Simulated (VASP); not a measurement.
Wanted: the native input for a VASP 6.6.1 run.

- Task: single point
- Functional: r2SCAN
- Potentials or basis: VASP PAW PBE potentials, release 64 (Ti_sv, Al)
- Cutoff: 520 eV
- k mesh: 10 × 10 × 4
- Occupations: gaussian, width 0.1 eV
- Spin: no spin polarisation
- Dipole correction: no
- Further INCAR settings: ALGO = Normal; EDIFF = 1e-06; NBANDS = 31

Crystal: TiAl3.

```
Ti Al
1.0
     3.82400    0.00000    0.00000
     0.00000    3.82400    0.00000
     0.00000    0.00000    8.73511
Ti Al
2 6
Direct
  0.00000 0.00000 0.00000
  0.50000 0.50000 0.50000
  0.50000 0.50000 0.00000
  0.00000 0.50000 0.25000
  0.50000 0.00000 0.25000
  0.00000 0.00000 0.50000
  0.50000 0.00000 0.75000
  0.00000 0.50000 0.75000
```

This cell differs from its parent crystal: strain along c alone, the other axes held: +2.0 %.

One way to write it, as run:

POSCAR

```
TiAl3
1.0
    3.8240007107      0.0000000000      0.0000000000
    0.0000000000      3.8240007107      0.0000000000
    0.0000000000      0.0000000000      8.7351066769
Ti Al
2 6
Direct
    0.0000000000      0.0000000000      0.0000000000
    0.5000000000      0.5000000000      0.5000000000
    0.5000000000      0.5000000000      0.0000000000
    0.0000000000      0.5000000000      0.2500000000
    0.5000000000      0.0000000000      0.2500000000
    0.0000000000      0.0000000000      0.5000000000
    0.5000000000      0.0000000000      0.7500000000
    0.0000000000      0.5000000000      0.7500000000
```

INCAR.step1

```
PREC = Accurate
ENCUT = 520
ISMEAR = 0
SIGMA = 0.1
LREAL = F
LASPH = T
NELM = 60
NBANDS = 31
GGA = PE
ALGO = Normal
EDIFF = 1E-4
LWAVE = T
LCHARG = F
```

INCAR.step2

```
PREC = Accurate
ENCUT = 520
EDIFF = 1E-6
ISMEAR = 0
SIGMA = 0.1
LREAL = F
LASPH = T
NELM = 60
ALGO = Normal
ISIF = 2
LWAVE = F
LCHARG = F
METAGGA = R2SCAN
LMIXTAU = T
NBANDS = 31
ISTART = 1
```

KPOINTS

```
Automatic mesh
0
Gamma
  10 10 4
```

Potentials or basis: VASP PAW PBE potentials, release 64 (Ti_sv, Al).

The run is started by

```bash
$ cat potpaw_PBE.64/Ti_sv/POTCAR potpaw_PBE.64/Al/POTCAR > POTCAR
$ cp INCAR.step1 INCAR
$ mpirun -np 1 vasp_std > vasp.out
$ cp INCAR.step2 INCAR
$ mpirun -np 1 vasp_std > vasp.out
```

It gave:

```
Pressure               : -2.2 GPa
Band gap on the k mesh : zero (bands 21 and 22 overlap by 2.31 eV)
```

Caveat: the cell differs from its parent crystal (strain along c alone, the other axes held: +2.0 %); the PAW data sets were made with another functional, which shifts forces and pressure a little.

It took 7.5 min on 1 thread of AMD EPYC 9R45 96-Core Processor (Zen 5) (shared host), peak memory 0.34 GiB.
